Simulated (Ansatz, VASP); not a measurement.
## Cr in VASP and in Ansatz

INCAR

```
SYSTEM = Cr
ALGO = Normal ; EDIFF = 1E-6
ENCUT = 520 ; GGA = CA
ISIF = 2 ; ISMEAR = -1
LASPH = .True. ; LCHARG = .False.
LREAL = .False. ; LWAVE = .False.
NBANDS = 12 ; NELM = 60
PREC = Accurate ; SIGMA = 0.1
```

Contents of KPOINTS:

```
k-points
0
Gamma
  25 25 25
  0 0 0
```

POSCAR

```
Cr
1.0
    0.0000000000      1.8187291379      1.8187291379
    1.8187291379      0.0000000000      1.8187291379
    1.8187291379      1.8187291379      0.0000000000
Cr
1
Direct
    0.0000000000      0.0000000000      0.0000000000
```

Input for Ansatz:

```yaml
crystal:
  lattice:
    - [0.0, 1.8187291379, 1.8187291379]
    - [1.8187291379, 0.0, 1.8187291379]
    - [1.8187291379, 1.8187291379, 0.0]
  atoms:
    - { symbol: Cr, position: [0.0, 0.0, 0.0] }
hamiltonian:
  xc: lda
  pseudopotentials:
    kind: paw
    azcp:
      Cr: "pseudopotentials/Cr.paw.azcp"
basis:
  ecutwfc: 420
  fft_grid_basis: typed
kpoints:
  mp_grid: { grid: [25, 25, 25], shift: [0, 0, 0] }
magnetization:
  spin_polarized: false
scf:
  occupations: { method: fermi_dirac, width: 0.1 }
output:
  stress: true
```

Alike in both runs: task single point; functional LDA; k mesh 25 × 25 × 25; occupations fermi-dirac, width 0.1 eV; no spin polarisation.

|  | VASP | Ansatz |
| --- | --- | --- |
| version | VASP 6.6.1 | Ansatz 0.2.0 |
| potentials or method | VASP PAW LDA potentials, release 64 (Cr_pv), cutoff 520 eV | plane waves (420 eV) with PAW, scalar-relativistic |
| valence electrons in the cell | 12 | 14 |

```csv
,VASP,Ansatz,Ansatz less VASP
pressure (GPa),-18.0,-18.0,+0.03
```

Ansatz warns that its potentials were made for another functional, while VASP's fit it. LDA's correlation is that of Perdew and Zunger in VASP and of Perdew and Wang (1992) in Ansatz. VASP's potentials hold 12 valence electrons a cell and Ansatz's 14, so a difference there can come from the potentials and not from the codes.
